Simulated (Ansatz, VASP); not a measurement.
**Two plane-wave programs on Hg**

File POSCAR:

```
Hg
1.0
   -2.0049742013      2.0049742013      1.9204901560
    2.0049742013     -2.0049742013      1.9204901560
    2.0049742013      2.0049742013     -1.9204901560
Hg
1
Direct
    0.0000000000      0.0000000000      0.0000000000
```

The input INCAR.step1:

```
SYSTEM = Hg
PREC     = Accurate       ! precision mode
ENCUT    = 520            ! plane-wave cutoff, eV
ISMEAR   = 0              ! smearing method
SIGMA    = 0.15           ! smearing width, eV
LREAL    = .False.        ! projectors in reciprocal space
LASPH    = .True.         ! aspherical terms in the spheres
NELM     = 100            ! most SCF steps
NBANDS   = 12             ! bands
GGA      = PE             ! functional
ALGO     = Normal         ! electronic algorithm
EDIFF    = 1E-4           ! SCF threshold, eV
LWAVE    = .True.         ! write WAVECAR
LCHARG   = .False.        ! write CHGCAR
```

The input INCAR.step2:

```
SYSTEM = Hg
PREC     = Accurate       ! precision mode
ENCUT    = 520            ! plane-wave cutoff, eV
EDIFF    = 1E-6           ! SCF threshold, eV
ISMEAR   = 0              ! smearing method
SIGMA    = 0.15           ! smearing width, eV
LREAL    = .False.        ! projectors in reciprocal space
LASPH    = .True.         ! aspherical terms in the spheres
NELM     = 100            ! most SCF steps
ALGO     = Normal         ! electronic algorithm
ISIF     = 2              ! what is computed and relaxed
LWAVE    = .False.        ! write WAVECAR
LCHARG   = .False.        ! write CHGCAR
METAGGA  = R2SCAN         ! meta-GGA
LMIXTAU  = .True.       
NBANDS   = 12             ! bands
ISTART   = 1
```

Contents of KPOINTS:

```
Automatic mesh
0
Gamma
  20 20 20
  0 0 0
```

Input for Ansatz:

```yaml
crystal:
  lattice:
    - [-2.0049742013, 2.0049742013, 1.920490156]
    - [2.0049742013, -2.0049742013, 1.920490156]
    - [2.0049742013, 2.0049742013, -1.920490156]
  atoms:
    - { symbol: Hg, position: [0.0, 0.0, 0.0] }
basis:
  ecutwfc: 500
kpoints:
  mp_grid: { grid: [20, 20, 20] }
hamiltonian:
  xc: r2scan
scf:
  occupations: { method: gaussian, width: 0.15 }
output:
  forces: true
  stress: true
  eigenvalues: true
```

Alike in both runs: task single point; functional r2SCAN; k mesh 20 × 20 × 20; occupations gaussian, width 0.15 eV; no spin polarisation.

|  | VASP | Ansatz |
| --- | --- | --- |
| version | VASP 6.6.1 | Ansatz 0.2.0 |
| potentials or method | VASP PAW PBE potentials, release 64 (Hg), cutoff 520 eV | scalar-relativistic, plane waves, PAW |
| valence electrons in the cell | 12 | 20 |

```tsv
	VASP	Ansatz	Ansatz less VASP
gap on the k mesh at the Fermi level (eV)	none	none	-
pressure (GPa)	-1.4	-1.5	-0.13
```

VASP's potentials were made for PBE, not for r2SCAN. A gap of «none» marks a metal or a gap that the smearing closes. The functional is the same, so the differences come from potentials, cutoffs and numerics. VASP's potentials hold 12 valence electrons a cell and Ansatz's 20, so a difference there can come from the potentials and not from the codes.

Neither program's run includes spin-orbit coupling.
